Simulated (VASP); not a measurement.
Crystal: Hf3SiMo.

```
Hf Si Mo
1.0
     4.01482    0.00000    0.00000
     0.00000    5.21376    0.00000
     0.00000    0.00000    5.25275
Hf Si Mo
3 1 1
Direct
  0.50000 0.26024 0.00000
  0.50000 0.73976 0.00000
  0.00000 0.00000 0.00000
  0.50000 0.00000 0.50000
  0.00000 0.00000 0.50000
```

The cell was generated, and may not be a known phase.

```yaml
Program: VASP 6.6.1
Task: relaxation of cell and atoms
Functional: PBE
Potentials_or_basis: VASP PAW PBE potentials, release 64 (Hf_pv, Si, Mo_sv)
Cutoff: 600 eV
k_mesh: 4 × 4 × 4
Occupations: gaussian, width 0.1 eV
Spin: no spin polarisation
```

At the start: pressure 33.3 GPa; volume 21.99 Å³/atom.

Q: How do energy, volume and symmetry change on relaxing?

A: Over 13 steps the energy falls by 1206.7 meV/atom and the volume is 29.12 Å³/atom (+32.4 %); space group Pmmm (No. 47, to 0.1 Å) before and after.

Step by step:
```
step  energy change (eV)  largest force (eV/Å)  pressure (GPa)  volume (Å³)
   1              0.0000                1.7767           33.26       109.95
   2             -1.9788                3.3763          -10.53       189.53
   3             -5.1130                3.3234           -3.15       143.70
   4             -5.1475                3.2284           -2.57       142.28
   5             -5.1510                3.1560           -1.99       141.06
   6             -5.9620                0.5122            1.35       138.37
   7             -5.9686                0.2483            1.86       138.09
   8             -5.9685                0.1854            1.99       138.02
   9             -6.0139                0.1176           -0.38       144.08
  10             -6.0139                0.1161           -0.47       144.34
  11             -6.0307                0.0807           -0.04       144.89
  12             -6.0321                0.1442            0.12       145.08
  13             -6.0336                0.0171           -0.11       145.60
```

Final structure:
```xyz
5
Lattice="4.9290 0.0000 0.0000 0.0000 6.1007 0.0000 0.0000 0.0000 4.8420" Properties=species:S:1:pos:R:3 pbc="T T T"
Hf    2.4645    1.4485    0.0000
Hf    2.4645    4.6522    4.8420
Hf    4.9290    6.1007    0.0000
Si    2.4645    6.1007    2.4210
Mo    4.9290    6.1007    2.4210
```

Caveat: the k points lie up to 0.32 Å⁻¹ apart in the final cell, too coarse for converged energies and pressures of a metal; the volume moved by over 15 % at a fixed basis, so the end points are rough.
